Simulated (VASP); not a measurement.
# ZnAu: single point with r2SCAN

The system is ZnAu.

```
Zn Au
1.0
     3.14849    0.00000    0.00000
     0.00000    3.14849    0.00000
     0.00000    0.00000    3.14849
Zn Au
1 1
Cartesian
  1.5742 1.5742 1.5742
  0.0000 0.0000 0.0000
```

```yaml
Program: VASP 6.6.1
Task: single point
Functional: r2SCAN
Potentials_or_basis: VASP PAW PBE potentials, release 64 (Zn, Au)
Cutoff: 520 eV
k_mesh: 14 × 14 × 14
Occupations: gaussian, width 0.1 eV
Spin: no spin polarisation
Dipole_correction: no
Further_INCAR_settings: ALGO = Normal; EDIFF = 1e-07; NBANDS = 18
```

```
Pressure : 0.3 GPa
```

Levels at points of the mesh, in eV from the Fermi level:
```csv
k point,band 9,band 10,band 11,band 12,band 13,band 14,band 15,band 16
"(0.00, 0.00, 0.00)",-4.00,-4.00,-4.00,5.28,5.28,5.28,9.44,12.52
"(0.50, 0.00, 0.00)",-5.20,-5.20,-4.15,-2.56,10.80,11.53,11.53,11.81
"(0.50, 0.50, 0.00)",-4.36,-3.40,-2.03,-2.03,0.81,2.74,11.05,13.35
"(0.50, 0.50, 0.50)",-3.35,-3.35,1.78,3.75,3.86,3.86,3.86,6.19
```

Run time: 4.6 min on 1 thread of AMD EPYC 7R43 64-Core Processor (Zen 3), on a shared host, peak memory 0.15 GiB.

Caveat: the PAW data sets were made with another functional, which shifts forces and pressure a little; spin-orbit coupling is left out, which moves the levels of the heavy elements.
